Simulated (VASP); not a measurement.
# Pt3F2 (R-3m) in VASP: single point with PBE

Aim: the single point of Pt3F2 with PBE.

Program: VASP 6.6.1. These are calculated values, not measurements. Logs are shortened: lines on timing, memory, paths and dates and some standing lists are left out, and cuts for length are marked.

### Step 1. The cell of the first run

Symmetry: R-3m, No. 166, trigonal system. The conventional cell has a = 7.079 Å, b = 7.079 Å, c = 5.468 Å, α = 90.00°, β = 90.00°, γ = 120.00°. Within 2.8 Å of Pt (site symmetry 2/m) lie 2 F at 2.13 Å and 4 Pt at 2.74 Å. F (site symmetry 3m) has 3 Pt at 2.13 Å and 1 F at 2.45 Å within 2.8 Å.

### Step 2. Single point, PBE (atoms taken out)

Contents of INCAR:

```
SYSTEM = Pt3F2
PREC = Accurate
ENCUT = 700
EDIFF = 1E-6
ISMEAR = 0
SIGMA = 0.1
LREAL = .False.
LASPH = .True.
NELM = 120
ALGO = Normal
ISIF = 2
LWAVE = .False.
LCHARG = .False.
GGA = PE
NBANDS = 42
GGA_COMPAT = .False.
```

Contents of KPOINTS:

```
Automatic mesh
0
Gamma
  12 12 12
  0 0 0
```

Contents of POSCAR:

```
Pt3F2
1.0
    3.5392849328      2.0434071087      1.8227615136
   -3.5392849328      2.0434071087      1.8227615136
    0.0000000000     -4.0868142174      1.8227615136
Pt F
3 2
Direct
    0.0000000000      0.5000000000      0.0000000000
    0.5000000000      0.0000000000      0.0000000000
    0.0000000000      0.0000000000      0.5000000000
    0.7243540490      0.7243540490      0.7243540490
    0.2756459510      0.2756459510      0.2756459510
```

Potentials or basis: VASP PAW PBE potentials, release 64 (Pt_sv_GW, F).

Command:

```bash
$ cat potpaw_PBE.64/Pt_sv_GW/POTCAR potpaw_PBE.64/F/POTCAR > POTCAR
$ mpirun -np 1 vasp_std > vasp.out
```

OUTCAR:

```text
SYSTEM = Pt3F2
   PREC = Accurate
   ENCUT = 700
   EDIFF = 1E-6
   ISMEAR = 0
   LREAL = .False.
   LASPH = .True.
   NELM = 120
   ISIF = 2
   GGA = PE

 ion  position               nearest neighbor table
   1  0.000  0.500  0.000-   4 2.13   5 2.13   3 2.74   3 2.74   2 2.74   2 2.74
   2  0.500  0.000  0.000-   4 2.13   5 2.13   3 2.74   3 2.74   1 2.74   1 2.74
   3  0.000  0.000  0.500-   4 2.13   5 2.13   1 2.74   2 2.74   1 2.74   2 2.74
   4  0.724  0.724  0.724-   1 2.13   2 2.13   3 2.13
   5  0.276  0.276  0.276-   1 2.13   2 2.13   3 2.13

  LATTYP: Found a trigonal (rhomboedric) cell.
 ALAT       =     4.4748754153
 COS(alpha) =    -0.2511205364

  Lattice vectors:

 A1 = (   3.5392849328,   2.0434071087,   1.8227615136)
 A2 = (  -3.5392849328,   2.0434071087,   1.8227615136)
 A3 = (   0.0000000000,  -4.0868142174,   1.8227615136)

Analysis of symmetry for initial positions (statically):
=====================================================================
 Subroutine PRICEL returns:
 Original cell was already a primitive cell.

 Routine SETGRP: Setting up the symmetry group for a
 trigonal (rhombohedral) supercell.

 Subroutine GETGRP returns: Found 12 space group operations
 (whereof 12 operations were pure point group operations)
 out of a pool of 12 trial point group operations.

The static configuration has the point symmetry D_3d.

Analysis of symmetry for dynamics (positions and initial velocities):
=====================================================================
 Subroutine PRICEL returns:
 Original cell was already a primitive cell.

 Routine SETGRP: Setting up the symmetry group for a
 trigonal (rhombohedral) supercell.

 Subroutine GETGRP returns: Found 12 space group operations
 (whereof 12 operations were pure point group operations)
 out of a pool of 12 trial point group operations.

The dynamic configuration has the point symmetry D_3d.

 Subroutine INISYM returns: Found 12 space group operations
 (whereof 12 operations are pure point group operations),
 and found     1 'primitive' translations

----------------------------------------------------------------------------------------

                                     Primitive cell

  volume of cell :      79.0955

  direct lattice vectors                    reciprocal lattice vectors
     3.539284933  2.043407109  1.822761514     0.141271474  0.081563124  0.182872708
    -3.539284933  2.043407109  1.822761514    -0.141271474  0.081563124  0.182872708
     0.000000000 -4.086814217  1.822761514     0.000000000 -0.163126247  0.182872708

  length of vectors
     4.474875415  4.474875415  4.474875415     0.245056320  0.245056320  0.245056320

  position of ions in fractional coordinates (direct lattice)
     0.000000000  0.500000000  0.000000000
     0.500000000  0.000000000  0.000000000
     0.000000000  0.000000000  0.500000000
     0.724354049  0.724354049  0.724354049
     0.275645951  0.275645951  0.275645951

  ion indices of the primitive-cell ions
   primitive index   ion index
                 1           1
                 2           2
                 3           3
                 4           4
                 5           5

----------------------------------------------------------------------------------------

 KPOINTS: Automatic mesh

Automatic generation of k-mesh.
 Grid dimensions read from file:
 generate k-points for:   12   12   12

 Generating k-lattice:

  Cartesian coordinates                     Fractional coordinates (reciprocal lattice)
     0.011772623  0.006796927  0.015239392     0.083333333  0.000000000  0.000000000
    -0.011772623  0.006796927  0.015239392     0.000000000  0.083333333  0.000000000
     0.000000000 -0.013593854  0.015239392     0.000000000  0.000000000  0.083333333

  Length of vectors
     0.020421360  0.020421360  0.020421360

  Shift w.r.t. Gamma in fractional coordinates (k-lattice)
     0.000000000  0.000000000  0.000000000

 Subroutine IBZKPT returns following result:
 ===========================================

 Found    189 irreducible k-points:

 Following reciprocal coordinates:
            Coordinates               Weight
  0.000000  0.000000  0.000000      1.000000
  0.083333  0.000000  0.000000      6.000000
  0.166667  0.000000  0.000000      6.000000
  0.250000  0.000000  0.000000      6.000000
  0.333333 -0.000000  0.000000      6.000000
  0.416667  0.000000  0.000000      6.000000
[... 16 lines left out ...]
  0.500000  0.166667  0.000000     12.000000
 -0.416667  0.166667 -0.000000     12.000000
 [... further k-points ...]
   k-points           NKPTS =    189   k-points in BZ     NKDIM =    189   number of bands    NBANDS=     42
   number of dos      NEDOS =    301   number of ions     NIONS =      5
   total plane-waves  NPLWV =  64000
   dimension x,y,z NGX =    40 NGY =   40 NGZ =   40
   dimension x,y,z NGXF=    80 NGYF=   80 NGZF=   80
   ions per type =               3   2
   NGX,Y,Z   is equivalent  to a cutoff of  14.86, 14.86, 14.86 a.u.
   NGXF,Y,Z  is equivalent  to a cutoff of  29.72, 29.72, 29.72 a.u.
 SYSTEM =  Pt3F2
   PREC   = accura    normal or accurate (medium, high low for compatibility)
   ISTART =      0    job   : 0-new  1-cont  2-samecut
   ICHARG =      2    charge: 1-file 2-atom 10-const
   ISPIN  =      1    spin polarized calculation?
   LNONCOLLINEAR =      F non collinear calculations
   LSORBIT =      F    spin-orbit coupling
   LASPH  =      T    aspherical Exc in radial PAW
   ENCUT  =  700.0 eV  51.45 Ry    7.17 a.u.   9.65  9.65  9.65*2*pi/ulx,y,z
   NELM   =    120;   NELMIN=  2; NELMDL= -5     # of ELM steps
   EDIFF  = 0.1E-05   stopping-criterion for ELM
   LREAL  =      F    real-space projection
[... 7 lines left out ...]
   TEBEG  =    0.0;   TEEND  =   0.0 temperature during run
   PSTRESS=    0.0 pullay stress
   NELECT =      68.0000    total number of electrons
   NUPDOWN=      -1.0000    fix difference up-down
   EMIN   =  10.00;   EMAX   =-10.00  energy-range for DOS
   EFERMI =   0.00;   METHOD = LEGACY
   ISMEAR =     0;   SIGMA  =   0.10  broadening in eV -4-tet -1-fermi 0-gaus
   EFERMI_NEDOS =   21; number of points for ismear=-14 and -15
   IALGO  =     38    algorithm
   IMIX   =      4    mixing-type and parameters
     AMIX     =   0.40;   BMIX     =  1.00
     AMIX_MAG =   1.60;   BMIX_MAG =  1.00
  volume/ion in A,a.u.               =      15.82       106.75
  Fermi-wavevector in a.u.,A,eV,Ry     =   1.556661  2.941662 32.969536  2.423193
  Thomas-Fermi vector in A             =   2.660424
   LORBIT       =      0    0 simple, 1 ext, 2 COOP (PROOUT), +10 PAW based schemes
   GGA     = PE    functional components
   LHFCALC =     F    Hartree Fock is set to
   AEXX    =    0.0000 exact exchange contribution
   IVDW    =     0    specifies the selected vdW correction
   LEPSILON=     F    determine dielectric tensor
   LRPA    =     F    only Hartree local field effects (RPA)
 non-spin polarized calculation
 Gauss-broadening in eV      SIGMA  =   0.10
  energy-cutoff  :      700.00
  volume of cell :       79.10
 maximum number of plane-waves:      3355
   NGX = 19   NGY = 19   NGZ = 19

 number of electron      68.0000009 magnetization

 Free energy of the ion-electron system (eV)
  ---------------------------------------------------
  ext. energy  EPLUGINS =         0.00000000
  ---------------------------------------------------
  free energy    TOTEN  =       -21.72875022 eV

  energy without entropy =      -21.70704508  energy(sigma->0) =      -21.71789765

 E-fermi :   5.5391     XC(G=0): -11.5479

 val. band max:        5.5390054017   @ k =   0.1667   0.0833   0.0833
 cond. band min:       5.5405234075   @ k =   0.3333  -0.0000   0.0000
 fundamental gap:      0.0015180058
 Fermi energy:         5.5390771438

 k-point     1 :       0.0000    0.0000    0.0000
  band No.  band energies     occupation
      1     -92.4930      2.00000
      2     -92.4731      2.00000
      3     -92.4731      2.00000
      4     -46.9618      2.00000
      5     -46.9618      2.00000
      6     -46.9317      2.00000
[... 34 lines left out ...]
     41      13.6199      0.00000
     42      14.8394      0.00000

 k-point     2 :       0.0833    0.0000    0.0000
  band No.  band energies     occupation
      1     -92.4926      2.00000
      2     -92.4734      2.00000
      3     -92.4731      2.00000
      4     -46.9617      2.00000
      5     -46.9609      2.00000
      6     -46.9319      2.00000
[... 34 lines left out ...]
     41      13.8443      0.00000
     42      14.8618      0.00000

 k-point     3 :       0.1667    0.0000    0.0000
  band No.  band energies     occupation
      1     -92.4918      2.00000
      2     -92.4743      2.00000
      3     -92.4731      2.00000
      4     -46.9613      2.00000
      5     -46.9583      2.00000
      6     -46.9325      2.00000
[... 34 lines left out ...]
     41      14.3796      0.00000
     42      14.8702      0.00000

 k-point     4 :       0.2500    0.0000    0.0000
  band No.  band energies     occupation
      1     -92.4904      2.00000
      2     -92.4756      2.00000
      3     -92.4731      2.00000
      4     -46.9608      2.00000
      5     -46.9547      2.00000
      6     -46.9336      2.00000
[... 844 lines left out ...]
     41      15.7383      0.00000
     42      16.5731      0.00000

 k-point    23 :       0.5000    0.1667    0.0000
  band No.  band energies     occupation
      1     -92.4863      2.00000
      2     -92.4797      2.00000
      3     -92.4731      2.00000
      4     -46.9643      2.00000
      5     -46.9467      2.00000
      6     -46.9319      2.00000
[... 34 lines left out ...]
     41      15.1188      0.00000
     42      16.5627      0.00000

 k-point    24 :      -0.4167    0.1667   -0.0000
  band No.  band energies     occupation
      1     -92.4879      2.00000
      2     -92.4780      2.00000
      3     -92.4731      2.00000
      4     -46.9652      2.00000
      5     -46.9494      2.00000
      6     -46.9301      2.00000
[... 34 lines left out ...]
     41      14.3939      0.00000
     42      16.3790      0.00000

 [... further k-points ...]

------------------------ aborting loop because EDIFF is reached ----------------------------------------

  FORCE on cell =-STRESS in cart. coord.  units (eV):
  Direction    XX          YY          ZZ          XY          YZ          ZX
  --------------------------------------------------------------------------------------
  -------------------------------------------------------------------------------------
  Total       -0.0794056     -0.0794056     -0.1825710      0.0000000     -0.0000000      0.0000000
  in kB       -1.6084595     -1.6084595     -3.6982032      0.0000000     -0.0000000      0.0000000
  external PRESSURE =      -2.3050407 kB  Pullay stress =       0.0000000 kB

 VOLUME and BASIS-vectors are now :
 -----------------------------------------------------------------------------
  energy-cutoff  :      700.00
  volume of cell :       79.10
      direct lattice vectors                 reciprocal lattice vectors
     3.539284933  2.043407109  1.822761514     0.141271474  0.081563124  0.182872708
    -3.539284933  2.043407109  1.822761514    -0.141271474  0.081563124  0.182872708
     0.000000000 -4.086814217  1.822761514     0.000000000 -0.163126247  0.182872708

 POSITION                                       TOTAL-FORCE (eV/Angst)
 -----------------------------------------------------------------------------------
     -1.76964      1.02170      0.91138         0.000000     -0.000000     -0.000000
      1.76964      1.02170      0.91138         0.000000      0.000000     -0.000000
      0.00000     -2.04341      0.91138        -0.000000      0.000000     -0.000000
      0.00000      0.00000      3.96097         0.000000     -0.000000     -0.007060
      0.00000      0.00000      1.50731         0.000000     -0.000000      0.007060
 -----------------------------------------------------------------------------------
    total drift:                               -0.000000      0.000000     -0.000000

  FREE ENERGIE OF THE ION-ELECTRON SYSTEM (eV)
  ---------------------------------------------------
  free  energy   TOTEN  =       -21.7287502169 eV

  energy  without entropy=      -21.7070450849  energy(sigma->0) =      -21.71789765
```

It took 12 min on 1 thread of Intel Xeon Platinum 8259CL at 2.50GHz (Skylake/Cascade Lake), shared host; peak memory 0.82 GiB.

What came out:

```
Free energy            : -21.7288 eV
Pressure               : -0.2 GPa
Largest force          : 0.007 eV/Å
Band gap on the k mesh : zero (bands 34 and 35 overlap by 2.37 eV)
```

Forces on the atoms (eV/Å):
```
Pt   0.000  0.000  0.000
Pt   0.000  0.000  0.000
Pt   0.000  0.000  0.000
F    0.000  0.000 -0.007
F    0.000  0.000  0.007
```

Caveat: the cell differs from its parent crystal (atoms taken out); spin-orbit coupling is left out, which moves the levels of the heavy elements.
